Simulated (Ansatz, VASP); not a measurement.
MgI2: VASP beside Ansatz

File INCAR:

```
ALGO     = Normal         # electronic algorithm
EDIFF    = 1E-7           # SCF threshold, eV
ENCUT    = 520            # plane-wave cutoff, eV
GGA      = PS             # functional
ISIF     = 2              # what is computed and relaxed
ISMEAR   = -1             # smearing method
LASPH    = T              # aspherical terms in the spheres
LCHARG   = F              # write CHGCAR
LREAL    = F              # projectors in reciprocal space
LWAVE    = F              # write WAVECAR
NBANDS   = 15             # bands
NELM     = 100            # most SCF steps
PREC     = Accurate       # precision mode
SIGMA    = 0.03           # smearing width, eV
```

Contents of KPOINTS:

```
k-points
0
Gamma
  7 7 4
```

The input POSCAR:

```
MgI2
1.0
    4.2351659043      0.0000000000      0.0000000000
   -2.1175829521      3.6677612623      0.0000000000
    0.0000000000      0.0000000000      6.9965831875
Mg I
1 2
Direct
    0.0000000000      0.0000000000      0.0000000000
    0.3333333333      0.6666666667      0.7576300000
    0.6666666667      0.3333333333      0.2423700000
```

Input for Ansatz:

```yaml
crystal:
  lattice:
    - [4.2351659043, 0.0, 0.0]
    - [-2.1175829521, 3.6677612623, 0.0]
    - [0.0, 0.0, 6.9965831875]
  atoms:
    - { symbol: Mg, position: [0.0, 0.0, 0.0] }
    - { symbol: I, position: [0.3333333333, 0.6666666667, 0.75763] }
    - { symbol: I, position: [0.6666666667, 0.3333333333, 0.24237] }
kpoints:
  mp_grid: { grid: [7, 7, 4] }
  band_path:
    path:
      - [0.0, 0.0, 0.0]
      - [0.5, 0.0, 0.0]
      - [0.3333333333, 0.3333333333, 0.0]
      - [0.0, 0.0, 0.0]
      - [0.0, 0.0, 0.5]
      - [0.5, 0.0, 0.5]
      - [0.3333333333, 0.3333333333, 0.5]
      - [0.0, 0.0, 0.5]
      - [0.5, 0.0, 0.5]
    npoints: 5
scf:
  occupations: { method: fermi_dirac, width: 0.03 }
hamiltonian:
  xc: pbesol
  pseudopotentials: { kind: all_electron, lapw: { basis_error: 0.001 } }
output:
  forces: true
  stress: true
  eigenvalues: true
```

Change from the starting cell: volume scaled by 1.06.

Alike in both runs: task single point; functional PBEsol; k mesh 7 × 7 × 4; occupations fermi-dirac, width 0.03 eV; no spin polarisation.

```csv
,VASP,Ansatz
version,VASP 6.6.1,Ansatz 0.2.0
potentials or method,"VASP PAW PBE potentials, release 64 (Mg, I), cutoff 520 eV","all-electron LAPW, scalar-relativistic"
```

```tsv
	VASP	Ansatz	Ansatz less VASP
gap on the k mesh at the Fermi level (eV)	3.35	3.36	+0.012
pressure (GPa)	-1.7	-1.7	+0.03
traceless stress, the component that is largest in VASP (GPa)	0.30	0.29	-0.005
rms of the force components (eV/Å)	0.140	0.138	-0.0021
```

VASP's potentials were made for PBE, not for PBEsol. Atom by atom the forces differ by 0.002 eV/Å (rms over components). Ansatz ran all-electron here, and VASP with PAW potentials.

Spin-orbit coupling is off throughout.
